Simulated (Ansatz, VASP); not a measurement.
**Two plane-wave programs on PbSe**

INCAR

```
SYSTEM = PbSe
PREC = Accurate
ENCUT = 520
EDIFF = 1E-6
ISMEAR = 0
SIGMA = 0.01
LREAL = .False.
LASPH = .True.
NELM = 100
ALGO = Normal
ISIF = 2
LWAVE = .False.
LCHARG = .False.
GGA = PE
NBANDS = 28
```

Contents of KPOINTS:

```
Automatic mesh
0
Gamma
  8 8 8
  0 0 0
```

The input POSCAR:

```
PbSe
1.0
    0.0000000000     11.9993675250      3.1177649905
    3.1178263516      0.0000000000      3.1177649905
    3.1178263516     11.9993675250      0.0000000000
Pb Se
2 2
Direct
    0.1843482416      0.7995424792      0.2004575208
    0.7995424792      0.1843482416      0.8156517584
    0.6808754931      0.3012347862      0.6987652138
    0.3012347862      0.6808754931      0.3191245069
```

Input for Ansatz:

```yaml
crystal:
  lattice:
    - [0.0, 11.999367525, 3.1177649905]
    - [3.1178263516, 0.0, 3.1177649905]
    - [3.1178263516, 11.999367525, 0.0]
  atoms:
    - { symbol: Pb, position: [0.1843482416, 0.7995424792, 0.2004575208] }
    - { symbol: Pb, position: [0.7995424792, 0.1843482416, 0.8156517584] }
    - { symbol: Se, position: [0.6808754931, 0.3012347862, 0.6987652138] }
    - { symbol: Se, position: [0.3012347862, 0.6808754931, 0.3191245069] }
basis:
  ecutwfc: 420
  ecutrho_ratio: 4
kpoints:
  mp_grid: { grid: [8, 8, 8] }
hamiltonian:
  xc: pbe
scf:
  occupations: { method: fixed }
  convergence: { dr2_threshold: 1.0e-11 }
output:
  forces: true
  stress: true
  eigenvalues: true
  polarization: {}
```

Alike in both runs: task single point; functional PBE; k mesh 8 × 8 × 8; no spin polarisation.

|  | VASP | Ansatz |
| --- | --- | --- |
| version | VASP 6.6.1 | Ansatz 0.2.0 |
| potentials or method | VASP PAW PBE potentials, release 64 (Pb_d, Se), cutoff 520 eV | scalar-relativistic, plane waves, PAW |
| occupations | gaussian, width 0.01 eV | fixed |
| valence electrons in the cell | 40 | 60 |

Ansatz gave:

* gap on the k mesh at the Fermi level (eV): 1.54
* least direct gap on the mesh (eV): 1.58
* pressure (GPa): 0.0
* rms of the force components (eV/Å): 0.001

Q: Estimate VASP's values.

A: gap on the k mesh at the Fermi level (eV): 1.55; least direct gap on the mesh (eV): 1.58; pressure (GPa): 0.0; rms of the force components (eV/Å): 0.005.

Atom by atom the forces differ by 0.004 eV/Å (rms over components). VASP's potentials hold 40 valence electrons a cell and Ansatz's 60, so a difference there can come from the potentials and not from the codes.

Spin-orbit coupling is off throughout.
